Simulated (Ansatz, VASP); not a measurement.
## Two plane-wave programs on NiSb

Contents of INCAR:

```
SYSTEM = NiSb
ALGO = Normal
EDIFF = 1E-6
EDIFFG = -0.01
ENCUT = 600
GGA = PE
IBRION = 2
ISIF = 3
ISMEAR = 0
LASPH = .TRUE.
LCHARG = .FALSE.
LREAL = .FALSE.
LWAVE = .FALSE.
NELM = 80
NSW = 100
PREC = Accurate
SIGMA = 0.1
```

Contents of KPOINTS:

```
k-points
0
G
  14 14 14
  0 0 0
```

File POSCAR:

```
NiSb
1.0
    0.0000000000      2.8026362891      2.8026362891
    2.8026362891      0.0000000000      2.8026362891
    2.8026362891      2.8026362891      0.0000000000
Ni Sb
1 1
Direct
    0.0000000000      0.0000000000      0.0000000000
    0.2500000000      0.2500000000      0.2500000000
```

Input for Ansatz:

```yaml
crystal:
  lattice:
    - [0.0, 2.8026362891, 2.8026362891]
    - [2.8026362891, 0.0, 2.8026362891]
    - [2.8026362891, 2.8026362891, 0.0]
  atoms:
    - { symbol: Ni, position: [0.0, 0.0, 0.0] }
    - { symbol: Sb, position: [0.25, 0.25, 0.25] }
basis:
  ecutwfc: 420
kpoints:
  mp_grid: { grid: [14, 14, 14] }
hamiltonian:
  xc: pbe
scf:
  occupations: { method: gaussian, width: 0.1 }
output:
  forces: true
  stress: true
  eigenvalues: true
  write_density: true
  write_potential: true
  elf: true
  volumetric_format: npy
relax:
  adjacent_minimum: "off"
  f_tol: 0.01
  max_steps: 80
  cell: { stress_tol: 0.05 }
```

Alike in both runs: task relaxation of cell and atoms; functional PBE; k mesh 14 × 14 × 14; occupations gaussian, width 0.1 eV; no spin polarisation.

```csv
,VASP,Ansatz
version,VASP 6.6.1,Ansatz 0.2.0
potentials or method,"VASP PAW PBE potentials, release 64 (Ni, Sb), cutoff 600 eV","scalar-relativistic, plane waves, PAW"
valence electrons in the cell,15,33
```

```tsv
	VASP	Ansatz	Ansatz less VASP
gap on the k mesh at the Fermi level, each at its own relaxed structure (eV)	none	none	-
relaxed volume (Å³/atom)	23.25	23.28	+0.033
relaxed length of the cell vector where the two differ most in proportion (Å)	4.036	4.038	+0.0019
```

A gap of «none» marks a metal or a gap that the smearing closes. VASP's potentials hold 15 valence electrons a cell and Ansatz's 33, so a difference there can come from the potentials and not from the codes.

Spin-orbit coupling is off throughout.
